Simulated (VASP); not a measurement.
# Sn2C: single point with PBE

Crystal: Sn2C.

```
Sn C
1.0
    -1.70599    1.70599    5.55080
     1.70599   -1.70599    5.55080
     1.70599    1.70599   -5.55080
Sn C
2 1
Direct
  0.34000 0.34000 0.00000
  0.66000 0.66000 0.00000
  0.00000 0.00000 0.00000
```

```yaml
Program: VASP 6.6.1
Task: single point
Functional: PBE
Potentials_or_basis: VASP PAW PBE potentials, release 64 (Sn_d, C)
Cutoff: 520 eV
k_mesh: 8 × 8 × 8
Occupations: gaussian, width 0.1 eV
Spin: no spin polarisation
```

```
Pressure               : -5.0 GPa
Largest force          : 2.063 eV/Å
Band gap on the k mesh : zero (bands 16 and 17 overlap by 2.68 eV)
```

Forces in eV/Å, atoms in the order of the input:
```
Sn   0.000  0.000  2.063
Sn   0.000  0.000 -2.063
C    0.000  0.000  0.000
```

Stress tensor (GPa, compression positive):
```
-4.63  0.00  0.00
 0.00 -4.63  0.00
 0.00  0.00 -5.60
```

Levels at points of the mesh, in eV from the Fermi level:
```tsv
k point	band 13	band 14	band 15	band 16	band 17	band 18	band 19	band 20
(0.00, 0.00, 0.00)	-6.28	0.12	0.26	0.26	1.36	2.48	2.48	6.22
(0.50, 0.00, 0.00)	-6.80	-4.28	-0.95	-0.86	0.93	2.81	4.83	5.07
(0.50, 0.50, 0.00)	-4.49	-4.08	-2.97	-2.62	-0.50	0.19	0.36	1.35
(0.50, 0.50, 0.50)	-3.72	-1.26	-0.13	-0.13	3.60	3.60	3.98	4.61
```

Run time: 6.5 min on 1 thread of Intel Xeon 8259CL, on a shared host, peak memory 0.36 GiB.

Caveat: the cell stands under tension; spin-orbit coupling is left out, which moves the levels of the heavy elements; forces of over 1 eV/Å act on the atoms, so gaps and moduli don't describe the material at rest.
